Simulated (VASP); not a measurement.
BIr, 2 atoms in the cell. The structure is hexagonal, space group P-6m2 (No. 187). The conventional cell has a = 3.042 Å, b = 3.042 Å, c = 2.703 Å, α = 90.00°, β = 90.00°, γ = 120.00°. Within 2.9 Å of B (site symmetry -6m2) lie 6 Ir at 2.22 Å and 2 B at 2.70 Å. Ir (site symmetry -6m2) has 6 B at 2.22 Å and 2 Ir at 2.70 Å within 2.9 Å. 

| Quantity | Value |
| --- | --- |
| Program | VASP 6.6.1 |
| Task | single point |
| Functional | PBEsol |
| Potentials or basis | VASP PAW PBE potentials, release 64 (B, Ir) |
| Cutoff | 500 eV |
| k mesh | 8 × 8 × 8 |
| Occupations | gaussian, width 0.1 eV |
| Spin | no spin polarisation |
| Dipole correction | no |
| Further INCAR settings | ALGO = Normal; EDIFF = 1e-06; NBANDS = 13 |

Potentials or basis: VASP PAW PBE potentials, release 64 (B, Ir).

The run is started by

```bash
$ cat potpaw_PBE.64/B/POTCAR potpaw_PBE.64/Ir/POTCAR > POTCAR
$ mpirun -np 1 vasp_std > vasp.out
```

Hardware: 1 thread of Intel(R) Xeon(R) Platinum 8488C (Sapphire Rapids), with other jobs on the host.

Problem. How long does it take, and how much memory?

Solution. It took 8.5 s on 1 thread of Intel(R) Xeon(R) Platinum 8488C (Sapphire Rapids), on a shared host, peak memory 0.14 GiB. Counts: scf iterations 11, k points 50.
